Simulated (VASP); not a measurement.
A run of VASP 6.6.1:

File INCAR:

```
  PREC = Accurate
  ENCUT = 520
  EDIFF = 1E-7
  ISMEAR = 0
  SIGMA = 0.02
  LREAL = F
  LASPH = T
  NELM = 60
  ALGO = Normal
  ISIF = 2
  LWAVE = F
  LCHARG = F
  GGA = PE
  NBANDS = 11
```

Contents of KPOINTS:

```
regular mesh
0
Gamma
  12 12 12
```

POSCAR

```
BN
1.0
    0.0000000000      1.8123485119      1.8123485119
    1.8123485119      0.0000000000      1.8123485119
    1.8123485119      1.8123485119      0.0000000000
B N
1 1
Direct
    0.0000000000      0.0000000000      0.0000000000
    0.7500000000      0.7500000000      0.7500000000
```

Potentials or basis: VASP PAW PBE potentials, release 64 (B, N).

Launch:

```sh
$ cat potpaw_PBE.64/B/POTCAR potpaw_PBE.64/N/POTCAR > POTCAR
$ mpirun -np 1 vasp_std > vasp.out
```

Hardware: 1 thread of Intel(R) Xeon(R) Platinum 8259CL CPU @ 2.50GHz (Skylake/Cascade Lake), on a shared host.

Question: How long does it take, and how much memory?

Answer: Run time: 7.9 s on 1 thread of Intel(R) Xeon(R) Platinum 8259CL CPU @ 2.50GHz (Skylake/Cascade Lake) (shared host), peak memory 0.12 GiB. Counts: scf iterations 13, k points 72.
